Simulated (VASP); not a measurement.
# Te: single point with PBE

Crystal: Te.

```
CELL_PARAMETERS angstrom
0.00000 3.59248 3.59248
3.59248 0.00000 3.59248
3.59248 3.59248 0.00000
ATOMIC_POSITIONS crystal
Te 0.87500 0.87500 0.87500
Te 0.12500 0.12500 0.12500
```

```json
{"Program": "VASP 6.6.1", "Task": "single point", "Functional": "PBE", "Potentials or basis": "VASP PAW PBE potentials, release 64 (Te)", "Cutoff": "520 eV", "k mesh": "11 × 11 × 11", "Occupations": "fermi-dirac, width 0.05 eV", "Spin": "no spin polarisation", "Dipole correction": "no", "Further INCAR settings": "ALGO = Normal; EDIFF = 1e-06; NBANDS = 13"}
```

The pressure is 0.0 GPa. The band gap on the k mesh is zero (band 6 reaches 3.48 eV, above the bottom of band 7 at 2.58 eV).

Levels at points of the mesh, in eV from the Fermi level:
| k point | band 4 | band 5 | band 6 | band 7 | band 8 | band 9 |
| --- | --- | --- | --- | --- | --- | --- |
| (0.00, 0.00, 0.00) | -2.95 | -2.95 | -0.66 | -0.66 | -0.66 | 3.71 |

It took 65 s on 1 thread of Intel Xeon 6975P-C (shared host), peak memory 0.26 GiB.

Caveat: spin-orbit coupling is left out, which moves the levels of the heavy elements.
